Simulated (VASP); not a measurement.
# Na8NF7 (a cell with a defect) in VASP: notebook

Na8NF7 (a cell with a defect) is run at these levels: LDA, PBEsol; tasks: single point.

All numbers are computed with VASP 6.6.1; they aren't measurements. Logs are shortened: lines on timing, memory, paths and dates and some standing lists are left out, and cuts for length are marked.

**1. The cell of the first run**

The cell holds a defect, 16 atoms: a = 6.548 Å, b = 6.548 Å, c = 6.548 Å, α = 60.00°, β = 60.00°, γ = 60.00°.

**2. Single point, LDA**

INCAR reads:

```
SYSTEM = Na8NF7
PREC     = Accurate       ! precision mode
ENCUT    = 520            ! plane-wave cutoff, eV
EDIFF    = 1E-6           ! SCF threshold, eV
ISMEAR   = -1             ! smearing method
SIGMA    = 0.05           ! smearing width, eV
LREAL    = Auto         
LASPH    = .True.         ! aspherical terms in the spheres
NELM     = 120            ! most SCF steps
ALGO     = Normal         ! electronic algorithm
ISIF     = 2              ! what is computed and relaxed
LWAVE    = .False.        ! write WAVECAR
LCHARG   = .True.         ! write CHGCAR
LELF     = .True.         ! ELF
LVHAR    = .True.       
NBANDS   = 69             ! bands
GGA_COMPAT= .False.      
ISYM     = -1
```

KPOINTS reads:

```
explicit points
4
Reciprocal
  0.25000000   0.25000000   0.25000000 2
  0.25000000   0.25000000   0.75000000 2
  0.25000000   0.75000000   0.25000000 2
  0.25000000   0.75000000   0.75000000 2
```

POSCAR reads:

```
Na8NF7
1.0
    0.0000000000      4.6300000000      4.6300000000
    4.6300000000      0.0000000000      4.6300000000
    4.6300000000      4.6300000000      0.0000000000
N F Na
1 7 8
Direct
    0.7394780000      0.2525760000      0.2465360000
    0.2501720000      0.7665470000      0.7351600000
    0.2734550000      0.7270410000      0.2452190000
    0.7419330000      0.2507300000      0.7494860000
    0.2180310000      0.2692920000      0.7473510000
    0.7462180000      0.7514490000      0.2384240000
    0.2370830000      0.2508940000      0.2437570000
    0.7446690000      0.7633970000      0.7508800000
    0.0044330000      0.0288520000      0.9628100000
    0.4933090000      0.4995680000      0.5156900000
    0.0010560000      0.9863130000      0.5093900000
    0.5121290000      0.5141740000      0.9971480000
    0.0056220000      0.4976270000      0.0033160000
    0.4974670000      0.0004330000      0.4832400000
    0.5225940000      0.0211640000      0.9852420000
    0.0008720000      0.5231790000      0.5053210000
```

Potentials or basis: VASP PAW LDA potentials, release 64 (N, F, Na_pv).

Started as:

```bash
$ cat potpaw_LDA.64/N/POTCAR potpaw_LDA.64/F/POTCAR potpaw_LDA.64/Na_pv/POTCAR > POTCAR
$ mpirun -np 1 vasp_std > vasp.out
```

OUTCAR:

```text
SYSTEM = Na8NF7
   PREC = Accurate
   ENCUT = 520
   EDIFF = 1E-6
   ISMEAR = -1
   LREAL = Auto
   LASPH = .True.
   NELM = 120
   ISIF = 2
   ISYM = -1

 ion  position               nearest neighbor table
   1  0.739  0.253  0.247-  12 2.21
   2  0.250  0.767  0.735-  11 2.20  14 2.23  10 2.26   9 2.27
   3  0.273  0.727  0.245-  12 2.14  16 2.22  10 2.28
   4  0.742  0.251  0.749-  15 2.08   9 2.21  10 2.23  11 2.34
   5  0.218  0.269  0.747-   9 2.11  16 2.13  13 2.25  10 2.35
   6  0.746  0.751  0.238-  15 2.22  13 2.27  14 2.29  10 2.34
   7  0.237  0.251  0.244-  13 2.19  15 2.28  14 2.32  11 2.32
   8  0.745  0.763  0.751-  11 2.22  12 2.23  16 2.25  15 2.29
   9  0.004  0.029  0.963-   5 2.11   4 2.21   2 2.27
  10  0.493  0.500  0.516-   4 2.23   2 2.26   3 2.28   6 2.34   5 2.35
  11  0.001  0.986  0.509-   2 2.20   8 2.22   7 2.32   4 2.34
  12  0.512  0.514  0.997-   3 2.14   1 2.21   8 2.23
  13  0.006  0.498  0.003-   7 2.19   5 2.25   6 2.27
  14  0.497  0.000  0.483-   2 2.23   6 2.29   7 2.32
  15  0.523  0.021  0.985-   4 2.08   6 2.22   7 2.28   8 2.29
  16  0.001  0.523  0.505-   5 2.13   3 2.22   8 2.25

IMPORTANT INFORMATION: All symmetrisations will be switched off!
NOSYMM: (Re-)initialisation of all symmetry stuff for point group C_1.

----------------------------------------------------------------------------------------

                                     Primitive cell

  volume of cell :     198.5057

  direct lattice vectors                    reciprocal lattice vectors
     0.000000000  4.630000000  4.630000000    -0.107991361  0.107991361  0.107991361
     4.630000000  0.000000000  4.630000000     0.107991361 -0.107991361  0.107991361
     4.630000000  4.630000000  0.000000000     0.107991361  0.107991361 -0.107991361

  length of vectors
     6.547808794  6.547808794  6.547808794     0.187046523  0.187046523  0.187046523

  position of ions in fractional coordinates (direct lattice)
     0.739478000  0.252576000  0.246536000
     0.250172000  0.766547000  0.735160000
     0.273455000  0.727041000  0.245219000
     0.741933000  0.250730000  0.749486000
     0.218031000  0.269292000  0.747351000
     0.746218000  0.751449000  0.238424000
[... 8 lines left out ...]
     0.522594000  0.021164000  0.985242000
     0.000872000  0.523179000  0.505321000

  ion indices of the primitive-cell ions
   primitive index   ion index
                 1           1
                 2           2
                 3           3
                 4           4
                 5           5
                 6           6
[... 8 lines left out ...]
                15          15
                16          16

----------------------------------------------------------------------------------------

 KPOINTS: explicit points

Read explicit list of k-points.

 Found      4 k-points:

 Following reciprocal coordinates:
            Coordinates               Weight
  0.250000  0.250000  0.250000      0.250000
  0.250000  0.250000  0.750000      0.250000
  0.250000  0.750000  0.250000      0.250000
  0.250000  0.750000  0.750000      0.250000
   k-points           NKPTS =      4   k-points in BZ     NKDIM =      4   number of bands    NBANDS=     69
   number of dos      NEDOS =    301   number of ions     NIONS =     16
   total plane-waves  NPLWV = 125000
   dimension x,y,z NGX =    50 NGY =   50 NGZ =   50
   dimension x,y,z NGXF=   100 NGYF=  100 NGZF=  100
   ions per type =               1   7   8
   NGX,Y,Z   is equivalent  to a cutoff of  12.69, 12.69, 12.69 a.u.
   NGXF,Y,Z  is equivalent  to a cutoff of  25.39, 25.39, 25.39 a.u.
 SYSTEM =  Na8NF7
   PREC   = accura    normal or accurate (medium, high low for compatibility)
   ISTART =      0    job   : 0-new  1-cont  2-samecut
   ICHARG =      2    charge: 1-file 2-atom 10-const
   ISPIN  =      1    spin polarized calculation?
   LNONCOLLINEAR =      F non collinear calculations
   LSORBIT =      F    spin-orbit coupling
   LASPH  =      T    aspherical Exc in radial PAW
   ENCUT  =  520.0 eV  38.22 Ry    6.18 a.u.  12.17 12.17 12.17*2*pi/ulx,y,z
   NELM   =    120;   NELMIN=  2; NELMDL= -5     # of ELM steps
   EDIFF  = 0.1E-05   stopping-criterion for ELM
   LREAL  =      T    real-space projection
   EDIFFG = 0.1E-04   stopping-criterion for IOM
   NSW    =      0    number of steps for IOM
   IBRION =     -1    ionic relax: 0-MD 1-quasi-New 2-CG
   NFREE  =      0    steps in history (QN), initial steepest desc. (CG)
   ISIF   =      2    stress and relaxation
   ISYM   =     -1    0-nonsym 1-usesym 2-fastsym
   POTIM  = 0.5000    time-step for ionic-motion
   TEBEG  =    0.0;   TEEND  =   0.0 temperature during run
   PSTRESS=    0.0 pullay stress
   NELECT =     110.0000    total number of electrons
   NUPDOWN=      -1.0000    fix difference up-down
   EMIN   =  10.00;   EMAX   =-10.00  energy-range for DOS
   EFERMI =   0.00;   METHOD = LEGACY
   ISMEAR =    -1;   SIGMA  =   0.05  broadening in eV -4-tet -1-fermi 0-gaus
   EFERMI_NEDOS =   21; number of points for ismear=-14 and -15
   IALGO  =     38    algorithm
   IMIX   =      4    mixing-type and parameters
     AMIX     =   0.40;   BMIX     =  1.00
     AMIX_MAG =   1.60;   BMIX_MAG =  1.00
  volume/ion in A,a.u.               =      12.41        83.72
  Fermi-wavevector in a.u.,A,eV,Ry     =   1.344667  2.541052 24.601092  1.808129
  Thomas-Fermi vector in A             =   2.472642
   LORBIT       =      0    0 simple, 1 ext, 2 COOP (PROOUT), +10 PAW based schemes
   GGA     = CA    functional components
   LHFCALC =     F    Hartree Fock is set to
   AEXX    =    0.0000 exact exchange contribution
   IVDW    =     0    specifies the selected vdW correction
   LEPSILON=     F    determine dielectric tensor
   LRPA    =     F    only Hartree local field effects (RPA)
 non-spin polarized calculation
  energy-cutoff  :      520.00
  volume of cell :      198.51
 maximum number of plane-waves:      5355
 NGX is ok and might be reduce to    48
   NGX = 25   NGY = 25   NGZ = 25

 number of electron     110.0000001 magnetization

 Free energy of the ion-electron system (eV)
  ---------------------------------------------------
  ext. energy  EPLUGINS =         0.00000000
  ---------------------------------------------------
  free energy    TOTEN  =       -70.82988180 eV

  energy without entropy =      -70.68253367  energy(sigma->0) =      -70.75620773

 E-fermi :  -0.2391     XC(G=0):  -9.9977

 val. band max:       -0.2416643113   @ k =   0.2500   0.2500   0.7500
 cond. band min:      -0.1964923470   @ k =   0.2500   0.2500   0.2500
 fundamental gap:      0.0451719643
 Fermi energy:        -0.2391117003

 k-point     1 :       0.2500    0.2500    0.2500
  band No.  band energies     occupation
      1     -22.0118      2.00000
      2     -21.9863      2.00000
      3     -21.9385      2.00000
      4     -21.8604      2.00000
      5     -21.5591      2.00000
      6     -21.5078      2.00000
[... 59 lines left out ...]
     66      10.1495      0.00000
     67      10.3254      0.00000

 k-point     2 :       0.2500    0.2500    0.7500
  band No.  band energies     occupation
      1     -21.9486      2.00000
      2     -21.9232      2.00000
      3     -21.8592      2.00000
      4     -21.8417      2.00000
      5     -21.6522      2.00000
      6     -21.6114      2.00000
[... 59 lines left out ...]
     66      10.3444      0.00000
     67      10.6800      0.00000

 k-point     3 :       0.2500    0.7500    0.2500
  band No.  band energies     occupation
      1     -21.9482      2.00000
      2     -21.9201      2.00000
      3     -21.8664      2.00000
      4     -21.8396      2.00000
      5     -21.6571      2.00000
      6     -21.6130      2.00000
[... 59 lines left out ...]
     66      10.3755      0.00000
     67      10.5697      0.00000

 k-point     4 :       0.2500    0.7500    0.7500
  band No.  band energies     occupation
      1     -21.9494      2.00000
      2     -21.9264      2.00000
      3     -21.8656      2.00000
      4     -21.8382      2.00000
      5     -21.6571      2.00000
      6     -21.5983      2.00000
[... 59 lines left out ...]
     66      10.4581      0.00000
     67      10.5374      0.00000
 [bands above 67 left out]

------------------------ aborting loop because EDIFF is reached ----------------------------------------

  FORCE on cell =-STRESS in cart. coord.  units (eV):
  Direction    XX          YY          ZZ          XY          YZ          ZX
  --------------------------------------------------------------------------------------
  -------------------------------------------------------------------------------------
  Total       -2.4921216     -1.1291251     -0.7394944      0.3093175     -0.0635114      0.0622575
  in kB      -20.1143889     -9.1133838     -5.9686001      2.4965603     -0.5126123      0.5024919
  external PRESSURE =     -11.7321242 kB  Pullay stress =       0.0000000 kB

 VOLUME and BASIS-vectors are now :
 -----------------------------------------------------------------------------
  energy-cutoff  :      520.00
  volume of cell :      198.51
      direct lattice vectors                 reciprocal lattice vectors
     0.000000000  4.630000000  4.630000000    -0.107991361  0.107991361  0.107991361
     4.630000000  0.000000000  4.630000000     0.107991361 -0.107991361  0.107991361
     4.630000000  4.630000000  0.000000000     0.107991361  0.107991361 -0.107991361

 POSITION                                       TOTAL-FORCE (eV/Angst)
 -----------------------------------------------------------------------------------
      2.31089      4.56524      4.59321        -0.025719      0.538110      0.062792
      6.95290      4.56209      4.70741        -0.027229      0.228386     -0.186832
      4.50156      2.40146      4.63230         0.565183     -0.215264      0.071165
      4.63100      6.90527      4.59603         0.107110     -0.057244      0.564591
      4.70706      4.46972      2.25631        -0.115874      0.480697      0.512693
      4.58311      4.55889      6.93420         0.177884      0.261304      0.151640
[... 8 lines left out ...]
      4.65966      6.98128      2.51760        -0.032901     -0.142178     -0.923727
      4.76196      2.34367      2.42636        -0.447207     -0.526006     -0.188685
 -----------------------------------------------------------------------------------
    total drift:                                0.004362      0.002372      0.000891

  FREE ENERGIE OF THE ION-ELECTRON SYSTEM (eV)
  ---------------------------------------------------
  free  energy   TOTEN  =       -70.8298818024 eV

  energy  without entropy=      -70.6825336661  energy(sigma->0) =      -70.75620773
```

It took 1.7 min on 1 thread of Intel Xeon 8259CL, shared host; peak memory 0.28 GiB.

Results:

```
Free energy            : -70.8299 eV
Pressure               : -1.2 GPa
Largest force          : 0.935 eV/Å
Band gap on the k mesh : zero (bands 55 and 56 overlap by 0.07 eV)
```

Forces on the atoms (eV/Å):
```
N   -0.026  0.538  0.063
F   -0.027  0.228 -0.187
F    0.565 -0.215  0.071
F    0.107 -0.057  0.565
F   -0.116  0.481  0.513
F    0.178  0.261  0.152
F    0.020  0.260  0.146
F   -0.138 -0.058  0.040
Na  -0.299  0.410 -0.539
Na   0.011 -0.166  0.180
Na  -0.034 -0.097  0.365
Na  -0.138 -0.828 -0.195
Na   0.228 -0.083  0.265
Na   0.148 -0.005 -0.325
Na  -0.033 -0.142 -0.924
Na  -0.447 -0.526 -0.189
```

**3. Single point, PBEsol**

INCAR reads:

```
ALGO = Normal ; EDIFF = 1E-6
ENCUT = 520 ; GGA = PS
GGA_COMPAT = False ; ISIF = 2
ISMEAR = -1 ; ISYM = -1
LASPH = True ; LCHARG = False
LREAL = Auto ; LWAVE = False
NBANDS = 69 ; NELM = 120
PREC = Accurate ; SIGMA = 0.05
```

KPOINTS is that of step 2.

POSCAR is that of step 2.

Potentials or basis: VASP PAW PBE potentials, release 64 (N, F, Na_pv).

Started as:

```bash
$ cat potpaw_PBE.64/N/POTCAR potpaw_PBE.64/F/POTCAR potpaw_PBE.64/Na_pv/POTCAR > POTCAR
$ mpirun -np 1 vasp_std > vasp.out
```

OUTCAR:

```text
EDIFF = 1E-6
   ENCUT = 520
   GGA = PS
   ISIF = 2
   ISMEAR = -1
   ISYM = -1
   LASPH = True
   LREAL = Auto
   NELM = 120
   PREC = Accurate

 ion  position               nearest neighbor table
   1  0.739  0.253  0.247-  12 2.21
   2  0.250  0.767  0.735-  11 2.20  14 2.23  10 2.26   9 2.27
   3  0.273  0.727  0.245-  12 2.14  16 2.22  10 2.28
   4  0.742  0.251  0.749-  15 2.08   9 2.21  10 2.23  11 2.34
   5  0.218  0.269  0.747-   9 2.11  16 2.13  13 2.25  10 2.35
   6  0.746  0.751  0.238-  15 2.22  13 2.27  14 2.29  10 2.34
[... 439 lines left out ...]
  Total        2.7395093      4.1403037      4.5713082      0.2979242     -0.0883394      0.0370354
  in kB       22.1111026     33.4171815     36.8959006      2.4046034     -0.7130045      0.2989198
  external PRESSURE =      30.8080616 kB  Pullay stress =       0.0000000 kB

 VOLUME and BASIS-vectors are now :
 -----------------------------------------------------------------------------
  energy-cutoff  :      520.00
  volume of cell :      198.51
      direct lattice vectors                 reciprocal lattice vectors
     0.000000000  4.630000000  4.630000000    -0.107991361  0.107991361  0.107991361
     4.630000000  0.000000000  4.630000000     0.107991361 -0.107991361  0.107991361
     4.630000000  4.630000000  0.000000000     0.107991361  0.107991361 -0.107991361

 POSITION                                       TOTAL-FORCE (eV/Angst)
 -----------------------------------------------------------------------------------
      2.31089      4.56524      4.59321        -0.024415      0.585308      0.063274
      6.95290      4.56209      4.70741        -0.020803      0.279200     -0.217767
      4.50156      2.40146      4.63230         0.621026     -0.270461      0.122226
      4.63100      6.90527      4.59603         0.111916     -0.079077      0.654107
      4.70706      4.46972      2.25631        -0.157428      0.560744      0.564851
      4.58311      4.55889      6.93420         0.175565      0.309080      0.167942
[... 8 lines left out ...]
      4.65966      6.98128      2.51760        -0.028206     -0.194067     -1.008746
      4.76196      2.34367      2.42636        -0.476621     -0.599431     -0.221871
 -----------------------------------------------------------------------------------
    total drift:                                0.004619      0.000899      0.000946

  FREE ENERGIE OF THE ION-ELECTRON SYSTEM (eV)
  ---------------------------------------------------
  free  energy   TOTEN  =       -66.3764918220 eV

  energy  without entropy=      -66.2283662773  energy(sigma->0) =      -66.30242905
```

OSZICAR:

```text
N       E                     dE             d eps       ncg     rms          rms(c)
DAV:   1     0.166425467374E+04    0.16643E+04   -0.53995E+04   552   0.205E+03
DAV:   2     0.201302589496E+03   -0.14630E+04   -0.13963E+04   616   0.595E+02
DAV:   3    -0.561593973105E+02   -0.25746E+03   -0.25232E+03   633   0.246E+02
DAV:   4    -0.717126286095E+02   -0.15553E+02   -0.15369E+02   632   0.615E+01
DAV:   5    -0.721467059572E+02   -0.43408E+00   -0.43232E+00   624   0.109E+01    0.133E+01
DAV:   6    -0.664947801716E+02    0.56519E+01   -0.19739E+01   756   0.224E+01    0.497E+00
DAV:   7    -0.663900550838E+02    0.10473E+00   -0.70788E-01   680   0.429E+00    0.296E+00
DAV:   8    -0.663698533422E+02    0.20202E-01   -0.20765E-01   793   0.264E+00    0.207E+00
DAV:   9    -0.663700189254E+02   -0.16558E-03   -0.14975E-01   696   0.194E+00    0.633E-01
DAV:  10    -0.663749127265E+02   -0.48938E-02   -0.29187E-02   657   0.848E-01    0.303E-01
DAV:  11    -0.663756515031E+02   -0.73878E-03   -0.19857E-03   592   0.269E-01    0.112E-01
DAV:  12    -0.663764292955E+02   -0.77779E-03   -0.53763E-04   671   0.208E-01    0.646E-02
DAV:  13    -0.663764879561E+02   -0.58661E-04   -0.14813E-04   704   0.676E-02    0.245E-02
DAV:  14    -0.663764892502E+02   -0.12941E-05   -0.22116E-05   691   0.450E-02    0.745E-03
DAV:  15    -0.663764912621E+02   -0.20119E-05   -0.51542E-06   528   0.206E-02    0.376E-03
DAV:  16    -0.663764918220E+02   -0.55986E-06   -0.12821E-06   427   0.978E-03
   1 F= -.66376492E+02 E0= -.66302429E+02  d E =-.148126E+00
```

Wall time 2.3 min (1 thread of Intel Xeon 8259CL, shared host); peak memory 0.36 GiB.

Results:

```
Free energy            : -66.3765 eV
Pressure               : 3.1 GPa
Largest force          : 1.028 eV/Å
Band gap on the k mesh : zero (bands 55 and 56 overlap by 0.07 eV)
```

Forces in eV/Å, atoms in the order of the input:
```
N   -0.024  0.585  0.063
F   -0.021  0.279 -0.218
F    0.621 -0.270  0.122
F    0.112 -0.079  0.654
F   -0.157  0.561  0.565
F    0.176  0.309  0.168
F    0.057  0.280  0.161
F   -0.124 -0.076  0.031
Na  -0.289  0.477 -0.613
Na  -0.006 -0.161  0.175
Na  -0.055 -0.140  0.385
Na  -0.192 -0.873 -0.231
Na   0.235 -0.109  0.276
Na   0.175  0.011 -0.309
Na  -0.028 -0.194 -1.009
Na  -0.477 -0.599 -0.222
```

Caveat: the PAW data sets were made with another functional, which shifts forces and pressure a little.

**4. Single point, PBEsol**

INCAR reads:

```
SYSTEM = Na8NF7
  PREC = Accurate
  ENCUT = 520
  EDIFF = 1E-6
  ISMEAR = 0
  SIGMA = 0.05
  LREAL = Auto
  LASPH = .TRUE.
  NELM = 120
  ALGO = Normal
  ISIF = 2
  LWAVE = .FALSE.
  LCHARG = .FALSE.
  GGA = PS
  NBANDS = 69
  GGA_COMPAT = .FALSE.
  ISYM = -1
```

KPOINTS is that of step 3.

POSCAR is that of step 3.

Started as:

```bash
$ cat potpaw_PBE.64/N/POTCAR potpaw_PBE.64/F/POTCAR potpaw_PBE.64/Na_pv/POTCAR > POTCAR
$ mpirun -np 1 vasp_std > vasp.out
```

It took 3.5 min on 1 thread of Intel Xeon 8259CL, shared host; peak memory 0.37 GiB.

Results (log left out):

| Item | Value |
| --- | --- |
| Free energy | -66.2957 eV |
| Pressure | 3.1 GPa |
| Largest force | 1.022 eV/Å |
| Band gap on the k mesh | zero (bands 55 and 56 overlap by 0.06 eV) |

Forces in eV/Å, atoms in the order of the input:
```
N   -0.019  0.582  0.065
F   -0.021  0.279 -0.218
F    0.619 -0.268  0.122
F    0.112 -0.079  0.654
F   -0.158  0.562  0.565
F    0.175  0.310  0.168
F    0.056  0.280  0.162
F   -0.124 -0.076  0.030
Na  -0.290  0.469 -0.617
Na  -0.006 -0.152  0.179
Na  -0.047 -0.140  0.388
Na  -0.202 -0.875 -0.234
Na   0.239 -0.105  0.276
Na   0.171  0.007 -0.309
Na  -0.026 -0.192 -1.003
Na  -0.478 -0.602 -0.227
```

Stress tensor (GPa, compression positive):
```
 2.18  0.30  0.06
 0.30  3.31 -0.04
 0.06 -0.04  3.68
```

Levels at points of the mesh, in eV from the Fermi level:
| k point | band 52 | band 53 | band 54 | band 55 | band 56 | band 57 | band 58 | band 59 | band 60 | band 61 |
| --- | --- | --- | --- | --- | --- | --- | --- | --- | --- | --- |
| (0.25, 0.25, 0.25) | -2.22 | -2.19 | -0.04 | 0.05 | 0.06 | 4.87 | 7.60 | 8.55 | 8.66 | 9.06 |

Caveat: the PAW data sets were made with another functional, which shifts forces and pressure a little.

**5. The runs side by side**

```csv
level,potentials or basis,smearing,gap on the mesh (eV),pressure (GPa),largest force (eV/Å)
LDA,"VASP PAW LDA potentials, release 64 (N, F, Na_pv)",fermi-dirac 0.05 eV,none,-1.2,0.94
PBEsol,"VASP PAW PBE potentials, release 64 (N, F, Na_pv)",fermi-dirac 0.05 eV,none,3.1,1.03
PBEsol,"VASP PAW PBE potentials, release 64 (N, F, Na_pv)",gaussian 0.05 eV,none,3.1,1.02
```

Alike in all rows: task single point; no spin polarisation; cell as given; k mesh 2 × 2 × 2, shifted; cutoff (eV) 520.

Caveats: the PAW data sets were made with another functional, which shifts forces and pressure a little (at least some runs).

Total energies depend on the potentials used, so only differences within one code and one set of settings carry meaning.

The gap in the log of VASP goes by the Fermi energy; the results here count the filled bands.